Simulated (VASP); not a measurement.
Set up this calculation in VASP 6.6.1, as the native input.

```yaml
Task: single point
Functional: PBE
Dispersion: D3(BJ)
Potentials_or_basis: VASP PAW PBE potentials, release 64 (Sr_sv)
Cutoff: 600 eV
k_mesh: 17 × 17 × 17
Occupations: gaussian, width 0.04 eV
Spin: no spin polarisation
Tolerance_level: screening
Purpose: stress
Further_INCAR_settings: ALGO = Normal; EDIFF = 1e-08
```

The structure of Sr lies in POSCAR:

```
Sr
1.0
    0.0000000000      3.0423500000      3.0727735000
    3.0423500000      0.0000000000      3.0727735000
    3.0423500000      3.0423500000      0.0000000000
Sr
1
Direct
    0.0000000000      0.0000000000      0.0000000000
```

This cell differs from its parent crystal: cell strained by +1.0% along z.

The input as run:

INCAR

```
GGA      = PE             # functional
IVDW     = 12             # dispersion correction
ISMEAR   = 0              # smearing method
SIGMA    = 0.04           # smearing width, eV
LWAVE    = False          # write WAVECAR
LCHARG   = False          # write CHGCAR
ISIF     = 2              # what is computed and relaxed
PREC     = Accurate       # precision mode
LASPH    = True           # aspherical terms in the spheres
LREAL    = False          # projectors in reciprocal space
ALGO     = Normal         # electronic algorithm
EDIFF    = 1E-8           # SCF threshold, eV
NELM     = 120            # most SCF steps
GGA_COMPAT= False        
ENCUT    = 600            # plane-wave cutoff, eV
```

KPOINTS

```
Automatic mesh
0
Gamma
  17 17 17
  0 0 0
```

Potentials or basis: VASP PAW PBE potentials, release 64 (Sr_sv).

Launch:

```sh
$ cat potpaw_PBE.64/Sr_sv/POTCAR > POTCAR
$ mpirun -np 1 vasp_std > vasp.out
```

Results of the run:

```yaml
Pressure: -0.9 GPa
Band_gap_on_the_k_mesh: zero (bands 5 and 6 overlap by 0.06 eV)
Dispersion_energy_per_atom: -0.189 eV
```

Caveat: the cell differs from its parent crystal (cell strained by +1.0% along z).

Run time: 2.7 min on 1 thread of AMD EPYC 9R45 96-Core Processor (Zen 5) (shared host), peak memory 0.39 GiB.
